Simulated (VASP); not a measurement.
Set up this calculation in VASP 6.6.1, as the native input.

```yaml
Task: single point
Functional: PBEsol
Potentials_or_basis: VASP PAW PBE potentials, release 64 (Mo_sv, S)
Cutoff: 520 eV
k_mesh: 12 × 12 × 2
Occupations: gaussian, width 0.05 eV
Spin: no spin polarisation
Dipole_correction: no
Further_INCAR_settings: ALGO = Normal; EDIFF = 1e-06; NBANDS = 35
```

The structure of MoS2 lies in POSCAR:

```
MoS2
1.0
    3.1414322073      0.0000000000      0.0000000000
   -1.5707161036      2.7205600958      0.0000000000
    0.0000000000      0.0000000000     12.5788196111
Mo S
2 4
Direct
    0.3677931492      0.7355862984      0.2500000000
    0.7011264825      0.4022529651      0.7500000000
    0.3333333333      0.6666666667      0.6260538431
    0.6666666667      0.3333333333      0.1260538431
    0.3333333333      0.6666666667      0.8739461569
    0.6666666667      0.3333333333      0.3739461569
```

This cell differs from its parent crystal: all Mo atoms moved +0.188 Å, as atom 1 along Cartesian [0 1 0].

One way to write it, as run:

INCAR

```
SYSTEM = MoS2
ALGO = Normal
EDIFF = 1E-6
ENCUT = 520
GGA = PS
ISIF = 2
ISMEAR = 0
LASPH = .TRUE.
LCHARG = .TRUE.
LELF = .TRUE.
LREAL = .FALSE.
LVHAR = .TRUE.
LWAVE = .FALSE.
NBANDS = 35
NELM = 80
PREC = Accurate
SIGMA = 0.05
```

KPOINTS

```
k-points
0
G
  12 12 2
  0 0 0
```

Potentials or basis: VASP PAW PBE potentials, release 64 (Mo_sv, S).

Run with:

```console
$ cat potpaw_PBE.64/Mo_sv/POTCAR potpaw_PBE.64/S/POTCAR > POTCAR
$ mpirun -np 1 vasp_std > vasp.out
```

It gave:

```yaml
Pressure: 2.3 GPa
Largest_force: 3.981 eV/Å
Band_gap_on_the_k_mesh: 1.01 eV (least direct gap 1.35 eV)
```

Caveat: the cell differs from its parent crystal (all Mo atoms moved +0.188 Å, as atom 1 along Cartesian [0 1 0]); the PAW data sets were made with another functional, which shifts forces and pressure a little; this functional lacks dispersion, which binds the layers, so the pressure and a relaxed spacing across them are unreliable.

Wall time 6.7 min on 1 thread of Intel Xeon 8259CL, on a shared host, peak memory 0.39 GiB.
